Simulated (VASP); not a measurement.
# C (Cccm) in VASP: a series of runs

C is run at these levels: PBE; tasks: single point, relaxation of cell and atoms.

Program: VASP 6.6.1. These are calculated values, not measurements. Logs are shortened: lines on timing, memory, paths and dates and some standing lists are left out, and cuts for length are marked.

### 1 The cell of the first run

The structure is orthorhombic, space group Cccm (No. 66). The conventional cell has a = 3.003 Å, b = 5.164 Å, c = 4.224 Å, α = 90.00°, β = 90.00°, γ = 90.00°. C (site symmetry 222) has 4 C at 1.50 Å within 2.0 Å. C (site symmetry m) has 4 C at 1.50 to 1.61 Å within 2.0 Å.

### 2 Single point, PBE

INCAR

```
SYSTEM = C
ALGO = Normal
EDIFF = 1E-6
ENCUT = 520
GGA = PE
ISIF = 2
ISMEAR = 0
LASPH = .True.
LCHARG = .True.
LELF = .True.
LREAL = .False.
LVHAR = .True.
LWAVE = .False.
NBANDS = 21
NELM = 100
PREC = Accurate
SIGMA = 0.1
```

KPOINTS

```
k-points
0
Gamma
  6 6 4
  0 0 0
```

POSCAR

```
C
1.0
    1.5013383400     -2.5818922900      0.0000000000
    1.5013383400      2.5818922900      0.0000000000
    0.0000000000      0.0000000000      4.2241277500
C
6
Direct
    0.5000000000      0.5000000000      0.2500000000
    0.5000000000      0.5000000000      0.7500000000
    0.3032527700      0.0916540700      0.0000000000
    0.6967472300      0.9083459300      0.0000000000
    0.0916540700      0.3032527700      0.5000000000
    0.9083459300      0.6967472300      0.5000000000
```

Potentials or basis: VASP PAW PBE potentials, release 64 (C).

Launch:

```bash
$ cat potpaw_PBE.64/C/POTCAR > POTCAR
$ mpirun -np 1 vasp_std > vasp.out
```

OUTCAR:

```text
SYSTEM = C
   EDIFF = 1E-6
   ENCUT = 520
   GGA = PE
   ISIF = 2
   ISMEAR = 0
   LASPH = .True.
   LREAL = .False.
   NELM = 100
   PREC = Accurate

 ion  position               nearest neighbor table
   1  0.500  0.500  0.250-   3 1.50   4 1.50   5 1.50   6 1.50
   2  0.500  0.500  0.750-   3 1.50   4 1.50   5 1.50   6 1.50
   3  0.303  0.092  0.000-   1 1.50   2 1.50   4 1.52   4 1.61
   4  0.697  0.908  0.000-   1 1.50   2 1.50   3 1.52   3 1.61
   5  0.092  0.303  0.500-   1 1.50   2 1.50   6 1.52   6 1.61
   6  0.908  0.697  0.500-   1 1.50   2 1.50   5 1.52   5 1.61

  LATTYP: Found a base centered orthorhombic cell.
 ALAT       =     3.0026766800
 B/A-ratio  =     1.7197271403
 C/A-ratio  =     1.4067874101

  Lattice vectors:

 A1 = (   1.5013383400,  -2.5818922900,   0.0000000000)
 A2 = (   1.5013383400,   2.5818922900,   0.0000000000)
 A3 = (   0.0000000000,   0.0000000000,   4.2241277500)

Analysis of symmetry for initial positions (statically):
=====================================================================
 Subroutine PRICEL returns:
 Original cell was already a primitive cell.

 Routine SETGRP: Setting up the symmetry group for a
 base centered orthorhombic supercell.

 Subroutine GETGRP returns: Found  8 space group operations
 (whereof  4 operations were pure point group operations)
 out of a pool of  8 trial point group operations.

The static configuration has the point symmetry C_2h.
 The point group associated with its full space group is D_2h.

Analysis of symmetry for dynamics (positions and initial velocities):
=====================================================================
 Subroutine PRICEL returns:
 Original cell was already a primitive cell.

 Routine SETGRP: Setting up the symmetry group for a
 base centered orthorhombic supercell.

 Subroutine GETGRP returns: Found  8 space group operations
 (whereof  4 operations were pure point group operations)
 out of a pool of  8 trial point group operations.

The dynamic configuration has the point symmetry C_2h.
 The point group associated with its full space group is D_2h.

 Subroutine INISYM returns: Found  8 space group operations
 (whereof  4 operations are pure point group operations),
 and found     1 'primitive' translations

----------------------------------------------------------------------------------------

                                     Primitive cell

  volume of cell :      32.7479

  direct lattice vectors                    reciprocal lattice vectors
     1.501338340 -2.581892290  0.000000000     0.333036190 -0.193656413  0.000000000
     1.501338340  2.581892290  0.000000000     0.333036190  0.193656413  0.000000000
     0.000000000  0.000000000  4.224127750     0.000000000  0.000000000  0.236735264

  length of vectors
     2.986667810  2.986667810  4.224127750     0.385247855  0.385247855  0.236735264

  position of ions in fractional coordinates (direct lattice)
     0.500000000  0.500000000  0.250000000
     0.500000000  0.500000000  0.750000000
     0.303252770  0.091654070  0.000000000
     0.696747230  0.908345930  0.000000000
     0.091654070  0.303252770  0.500000000
     0.908345930  0.696747230  0.500000000

  ion indices of the primitive-cell ions
   primitive index   ion index
                 1           1
                 2           2
                 3           3
                 4           4
                 5           5
                 6           6

----------------------------------------------------------------------------------------

 KPOINTS: k-points

Automatic generation of k-mesh.
 Grid dimensions read from file:
 generate k-points for:    6    6    4

 Generating k-lattice:

  Cartesian coordinates                     Fractional coordinates (reciprocal lattice)
     0.055506032 -0.032276069  0.000000000     0.166666667  0.000000000  0.000000000
     0.055506032  0.032276069  0.000000000     0.000000000  0.166666667  0.000000000
     0.000000000  0.000000000  0.059183816     0.000000000  0.000000000  0.250000000

  Length of vectors
     0.064207976  0.064207976  0.059183816

  Shift w.r.t. Gamma in fractional coordinates (k-lattice)
     0.000000000  0.000000000  0.000000000

 Subroutine IBZKPT returns following result:
 ===========================================

 Found     39 irreducible k-points:

 Following reciprocal coordinates:
            Coordinates               Weight
  0.000000  0.000000  0.000000      1.000000
  0.166667  0.000000  0.000000      4.000000
  0.333333  0.000000  0.000000      4.000000
  0.500000  0.000000  0.000000      2.000000
  0.166667  0.166667  0.000000      2.000000
  0.333333  0.166667  0.000000      4.000000
[... 16 lines left out ...]
  0.333333  0.333333  0.250000      4.000000
  0.500000  0.333333  0.250000      8.000000
 [... further k-points ...]
   k-points           NKPTS =     39   k-points in BZ     NKDIM =     39   number of bands    NBANDS=     21
   number of dos      NEDOS =    301   number of ions     NIONS =      6
   total plane-waves  NPLWV =  18432
   dimension x,y,z NGX =    24 NGY =   24 NGZ =   32
   dimension x,y,z NGXF=    48 NGYF=   48 NGZF=   64
   ions per type =               6
   NGX,Y,Z   is equivalent  to a cutoff of  13.36, 13.36, 12.59 a.u.
   NGXF,Y,Z  is equivalent  to a cutoff of  26.72, 26.72, 25.19 a.u.
 SYSTEM =  C
   PREC   = accura    normal or accurate (medium, high low for compatibility)
   ISTART =      0    job   : 0-new  1-cont  2-samecut
   ICHARG =      2    charge: 1-file 2-atom 10-const
   ISPIN  =      1    spin polarized calculation?
   LNONCOLLINEAR =      F non collinear calculations
   LSORBIT =      F    spin-orbit coupling
   LASPH  =      T    aspherical Exc in radial PAW
   ENCUT  =  520.0 eV  38.22 Ry    6.18 a.u.   5.55  5.55  7.85*2*pi/ulx,y,z
   NELM   =    100;   NELMIN=  2; NELMDL= -5     # of ELM steps
   EDIFF  = 0.1E-05   stopping-criterion for ELM
   LREAL  =      F    real-space projection
   EDIFFG = 0.1E-04   stopping-criterion for IOM
   NSW    =      0    number of steps for IOM
   IBRION =     -1    ionic relax: 0-MD 1-quasi-New 2-CG
   NFREE  =      0    steps in history (QN), initial steepest desc. (CG)
   ISIF   =      2    stress and relaxation
   ISYM   =      2    0-nonsym 1-usesym 2-fastsym
   POTIM  = 0.5000    time-step for ionic-motion
   TEBEG  =    0.0;   TEEND  =   0.0 temperature during run
   PSTRESS=    0.0 pullay stress
   NELECT =      24.0000    total number of electrons
   NUPDOWN=      -1.0000    fix difference up-down
   EMIN   =  10.00;   EMAX   =-10.00  energy-range for DOS
   EFERMI =   0.00;   METHOD = LEGACY
   ISMEAR =     0;   SIGMA  =   0.10  broadening in eV -4-tet -1-fermi 0-gaus
   EFERMI_NEDOS =   21; number of points for ismear=-14 and -15
   IALGO  =     38    algorithm
   IMIX   =      4    mixing-type and parameters
     AMIX     =   0.40;   BMIX     =  1.00
     AMIX_MAG =   1.60;   BMIX_MAG =  1.00
  volume/ion in A,a.u.               =       5.46        36.83
  Fermi-wavevector in a.u.,A,eV,Ry     =   1.475992  2.789220 29.641004  2.178552
  Thomas-Fermi vector in A             =   2.590573
   LORBIT       =      0    0 simple, 1 ext, 2 COOP (PROOUT), +10 PAW based schemes
   GGA     = PE    functional components
   LHFCALC =     F    Hartree Fock is set to
   AEXX    =    0.0000 exact exchange contribution
   IVDW    =     0    specifies the selected vdW correction
   LEPSILON=     F    determine dielectric tensor
   LRPA    =     F    only Hartree local field effects (RPA)
 non-spin polarized calculation
 Gauss-broadening in eV      SIGMA  =   0.10
  energy-cutoff  :      520.00
  volume of cell :       32.75
 maximum number of plane-waves:       915
 NGX is ok and might be reduce to    24
   NGX = 11   NGY = 11   NGZ = 15

 number of electron      23.9999998 magnetization

 Free energy of the ion-electron system (eV)
  ---------------------------------------------------
  ext. energy  EPLUGINS =         0.00000000
  ---------------------------------------------------
  free energy    TOTEN  =       -45.04463303 eV

  energy without entropy =      -45.03742963  energy(sigma->0) =      -45.04103133

 E-fermi :  10.7540     XC(G=0): -13.4339

 val. band max:       10.7106977245   @ k =   0.3333   0.0000   0.5000
 cond. band min:      10.8096227535   @ k =   0.0000   0.0000   0.2500
 fundamental gap:      0.0989250290
 Fermi energy:        10.7539961238

 k-point     1 :       0.0000    0.0000    0.0000
  band No.  band energies     occupation
      1     -12.2175      2.00000
      2      -6.9077      2.00000
      3      -4.4985      2.00000
      4       2.0251      2.00000
      5       2.9873      2.00000
      6       3.7296      2.00000
[... 13 lines left out ...]
     20      20.6400      0.00000
     21      21.0541      0.00000

 k-point     2 :       0.1667    0.0000    0.0000
  band No.  band energies     occupation
      1     -11.7582      2.00000
      2      -6.5396      2.00000
      3      -4.0354      2.00000
      4      -1.0081      2.00000
      5       1.6193      2.00000
      6       3.0577      2.00000
[... 13 lines left out ...]
     20      21.6442      0.00000
     21      22.7497      0.00000

 k-point     3 :       0.3333    0.0000    0.0000
  band No.  band energies     occupation
      1     -10.4261      2.00000
      2      -5.7558      2.00000
      3      -4.2696      2.00000
      4      -2.6867      2.00000
      5      -0.3594      2.00000
      6       1.9963      2.00000
[... 13 lines left out ...]
     20      22.4594      0.00000
     21      25.2956      0.00000

 k-point     4 :       0.5000    0.0000    0.0000
  band No.  band energies     occupation
      1      -8.9277      2.00000
      2      -7.1016      2.00000
      3      -4.2467      2.00000
      4      -1.6592      2.00000
      5      -0.9963      2.00000
      6       0.0918      2.00000
[... 13 lines left out ...]
     20      23.7924      0.00000
     21      23.8466      0.00000

 k-point     5 :       0.1667    0.1667    0.0000
  band No.  band energies     occupation
      1     -10.8408      2.00000
      2      -5.8713      2.00000
      3      -3.6166      2.00000
      4      -3.1123      2.00000
      5       0.1117      2.00000
      6       1.9818      2.00000
[... 13 lines left out ...]
     20      22.6059      0.00000
     21      24.9520      0.00000

 k-point     6 :       0.3333    0.1667    0.0000
  band No.  band energies     occupation
      1      -9.1989      2.00000
      2      -6.2587      2.00000
      3      -4.7023      2.00000
      4      -1.7679      2.00000
      5      -1.4090      2.00000
      6       0.4523      2.00000
[... 13 lines left out ...]
     20      23.6875      0.00000
     21      23.7350      0.00000

 k-point     7 :       0.5000    0.1667    0.0000
  band No.  band energies     occupation
      1      -9.3205      2.00000
      2      -6.0075      2.00000
      3      -4.3628      2.00000
      4      -2.6224      2.00000
      5      -1.5690      2.00000
      6       0.9987      2.00000
[... 13 lines left out ...]
     20      22.9954      0.00000
     21      23.9631      0.00000
[... 291 lines left out ...]
      1      -8.9487      2.00000
      2      -6.2260      2.00000
      3      -5.2755      2.00000
      4      -2.9917      2.00000
      5      -0.6694      2.00000
      6       0.6959      2.00000
[... 13 lines left out ...]
     20      23.1032      0.00000
     21      24.0668      0.00000

 k-point    21 :      -0.3333    0.1667    0.2500
  band No.  band energies     occupation
      1     -10.5143      2.00000
      2      -7.4919      2.00000
      3      -2.4081      2.00000
      4      -1.4767      2.00000
      5      -0.6237      2.00000
      6       1.4935      2.00000
[... 13 lines left out ...]
     20      22.7566      0.00000
     21      24.7391      0.00000

 k-point    22 :      -0.1667    0.1667    0.2500
  band No.  band energies     occupation
      1     -11.3775      2.00000
      2      -8.2910      2.00000
      3      -1.6800      2.00000
      4       0.0986      2.00000
      5       0.9738      2.00000
      6       2.8315      2.00000
[... 13 lines left out ...]
     20      22.8196      0.00000
     21      23.0554      0.00000

 k-point    23 :       0.3333    0.3333    0.2500
  band No.  band energies     occupation
      1      -8.1037      2.00000
      2      -5.6740      2.00000
      3      -5.5056      2.00000
      4      -4.1655      2.00000
      5      -1.3032      2.00000
      6      -0.2314      2.00000
[... 13 lines left out ...]
     20      22.6968      0.00000
     21      25.0181      0.00000

 k-point    24 :       0.5000    0.3333    0.2500
  band No.  band energies     occupation
      1      -9.1489      2.00000
      2      -6.2264      2.00000
      3      -4.5379      2.00000
      4      -3.3477      2.00000
      5      -0.2058      2.00000
      6       0.3627      2.00000
[... 13 lines left out ...]
     20      22.8721      0.00000
     21      23.3913      0.00000

 [... further k-points ...]
[... 5 lines left out ...]
  --------------------------------------------------------------------------------------
  -------------------------------------------------------------------------------------
  Total        3.6718510     13.5416217     22.7879924     -0.0000000      0.0000000      0.0000000
  in kB      179.6436620    662.5177579   1114.8922930     -0.0000000      0.0000000      0.0000000
  external PRESSURE =     652.3512377 kB  Pullay stress =       0.0000000 kB

 VOLUME and BASIS-vectors are now :
 -----------------------------------------------------------------------------
  energy-cutoff  :      520.00
  volume of cell :       32.75
      direct lattice vectors                 reciprocal lattice vectors
     1.501338340 -2.581892290  0.000000000     0.333036190 -0.193656413  0.000000000
     1.501338340  2.581892290  0.000000000     0.333036190  0.193656413  0.000000000
     0.000000000  0.000000000  4.224127750     0.000000000  0.000000000  0.236735264

 POSITION                                       TOTAL-FORCE (eV/Angst)
 -----------------------------------------------------------------------------------
      1.50134      0.00000      1.05603         0.000000      0.000000     -0.000000
      1.50134      0.00000      3.16810         0.000000      0.000000      0.000000
      0.59289     -0.54633      0.00000         5.350275      0.864025      0.000000
      2.40979      0.54633      0.00000        -5.350275     -0.864025      0.000000
      0.59289      0.54633      2.11206         5.350275     -0.864025      0.000000
      2.40979     -0.54633      2.11206        -5.350275      0.864025      0.000000
 -----------------------------------------------------------------------------------
    total drift:                               -0.000000     -0.000000      0.000000

  FREE ENERGIE OF THE ION-ELECTRON SYSTEM (eV)
  ---------------------------------------------------
  free  energy   TOTEN  =       -45.0446330346 eV

  energy  without entropy=      -45.0374296319  energy(sigma->0) =      -45.04103133
```

Run time: 19 s. Hardware: 1 thread of Intel Xeon Platinum 8488C (Sapphire Rapids), shared host; peak memory 0.14 GiB.

Results:

| Quantity | Value |
| --- | --- |
| Free energy | -45.0446 eV |
| Pressure | 65.2 GPa |
| Largest force | 5.420 eV/Å |
| Band gap on the k mesh | zero (band 12 reaches 10.90 eV, above the bottom of band 13 at 10.39 eV) |

Forces on the atoms (eV/Å):
```
C    0.000  0.000  0.000
C    0.000  0.000  0.000
C    5.350  0.864  0.000
C   -5.350 -0.864  0.000
C    5.350 -0.864  0.000
C   -5.350  0.864  0.000
```

Stress tensor (GPa, compression positive):
```
 17.96   0.00   0.00
  0.00  66.25   0.00
  0.00   0.00 111.49
```

Caveat: the k points lie up to 0.40 Å⁻¹ apart; forces of over 1 eV/Å act on the atoms, so gaps and moduli don't describe the material at rest.

### 3 Relaxation of cell and atoms, PBE

INCAR

```
SYSTEM = C
PREC = Accurate
ENCUT = 600
EDIFF = 1E-6
ISMEAR = 0
SIGMA = 0.1
LREAL = .FALSE.
LASPH = .TRUE.
NELM = 60
ALGO = Normal
ISIF = 3
LWAVE = .FALSE.
LCHARG = .FALSE.
GGA = PE
IBRION = 2
NSW = 90
EDIFFG = -0.04
```

KPOINTS

```
Automatic mesh
0
G
  6 6 4
  0 0 0
```

POSCAR is that of step 2.

Potentials or basis: VASP PAW PBE potentials, release 64 (C).

Launch:

```bash
$ cat potpaw_PBE.64/C/POTCAR > POTCAR
$ mpirun -np 1 vasp_std > vasp.out
```

It took 2.3 min on 1 thread of Intel Xeon 6975P-C (Granite Rapids), shared host; peak memory 0.16 GiB.

It converged, with:

| Property | Result |
| --- | --- |
| Free energy | -50.9271 eV |
| Relaxed volume | 8.27 Å³/atom |
| Relaxed cell | a = 3.405 Å, b = 3.405 Å, c = 4.476 Å, α = 90.00°, β = 90.00°, γ = 107.16° |
| Space group after relaxing (to 0.05 Å) | Cccm (No. 66) |
| Energy gained by relaxing | 978.0 meV/atom |
| Ionic steps | 29 |
| Pressure after relaxing | 0.2 GPa |
| Largest force after relaxing | 0.028 eV/Å |
| Band gap on the k mesh | 0.71 eV, indirect (least direct gap 2.19 eV) |

Forces on the atoms (eV/Å):
```
C    0.000  0.000  0.000
C    0.000  0.000  0.000
C   -0.028  0.000  0.000
C    0.028  0.000  0.000
C   -0.028  0.000  0.000
C    0.028  0.000  0.000
```

Stress tensor (GPa, compression positive):
```
 0.53  0.00  0.00
 0.00 -0.17  0.00
 0.00  0.00  0.25
```

The path:
```tsv
step	energy change (eV)	largest force (eV/Å)	pressure (GPa)	volume (Å³)
1	0.0000	5.4265	64.56	32.75
2	-0.6947	5.4743	-16.95	44.10
3	-2.7526	2.8830	11.12	38.28
4	-3.5418	2.5210	-16.11	42.65
5	-3.5472	2.3226	-15.17	42.28
6	-4.3448	3.1206	-4.89	43.00
7	-0.9214	22.8185	42.31	44.99
8	-4.5835	5.2709	4.17	43.40
9	-4.9961	4.2914	4.25	43.79
10	-5.3057	2.3984	4.02	44.42
11	-5.3941	1.1202	2.12	44.46
12	-5.4282	0.3177	0.21	44.50
13	-5.4511	0.2789	0.96	44.51
14	-5.5027	0.3523	3.29	44.55
15	-5.5293	0.9508	8.17	44.58
16	-5.5485	0.7723	7.79	44.74
17	-5.5888	0.7164	6.72	45.20
18	-5.5942	1.9243	4.93	46.09
19	-5.6041	1.3764	5.62	45.73
20	-5.6480	1.2170	4.60	46.18
21	-5.7496	0.8520	1.50	47.55
22	-5.8227	0.6895	-5.08	50.24
23	-5.8233	0.6737	-4.00	49.82
24	-5.8495	0.3999	-2.59	49.76
25	-5.8605	0.4314	-1.06	49.68
26	-5.8647	0.3966	0.98	49.52
27	-5.8663	0.1142	0.26	49.58
28	-5.8675	0.0425	0.23	49.59
29	-5.8678	0.0277	0.20	49.59
```

Final structure:
```cif
data_structure
_symmetry_space_group_name_H-M 'P 1'
_symmetry_Int_Tables_number 1
_cell_length_a 3.4055
_cell_length_b 3.4055
_cell_length_c 4.4755
_cell_angle_alpha 90.000
_cell_angle_beta 90.000
_cell_angle_gamma 107.157
_cell_volume 49.59
loop_
_atom_site_label
_atom_site_type_symbol
_atom_site_fract_x
_atom_site_fract_y
_atom_site_fract_z
_atom_site_occupancy
C1 C 0.50000 0.50000 0.25000 1
C2 C 0.50000 0.50000 0.75000 1
C3 C 0.47601 0.18712 0.00000 1
C4 C 0.52399 0.81288 0.00000 1
C5 C 0.18712 0.47601 0.50000 1
C6 C 0.81288 0.52399 0.50000 1
```

Levels at points of the mesh, in eV from the valence-band top:
```csv
k point,band 8,band 9,band 10,band 11,band 12,band 13,band 14,band 15,band 16
"(0.00, 0.00, 0.00)",-4.05,-4.00,-3.32,-2.49,-1.85,2.42,5.03,5.59,6.52
"(0.50, 0.00, 0.00)",-6.30,-3.64,-2.79,-1.95,-1.89,1.14,4.77,6.09,7.34
"(0.50, 0.50, 0.00)",-5.40,-4.61,-4.02,-1.89,-1.47,0.71,1.53,8.26,9.29
"(0.00, 0.00, 0.50)",-7.55,-5.99,-5.99,0.00,0.00,3.56,3.56,4.40,4.40
"(0.50, 0.00, 0.50)",-6.19,-5.33,-3.57,-2.26,-1.93,3.74,4.57,5.37,7.63
"(0.50, 0.50, 0.50)",-6.13,-3.65,-3.65,-3.46,-3.46,1.80,1.80,8.15,8.15
```

Caveat: the volume moved by over 15 % at a fixed basis, so the end points are rough.
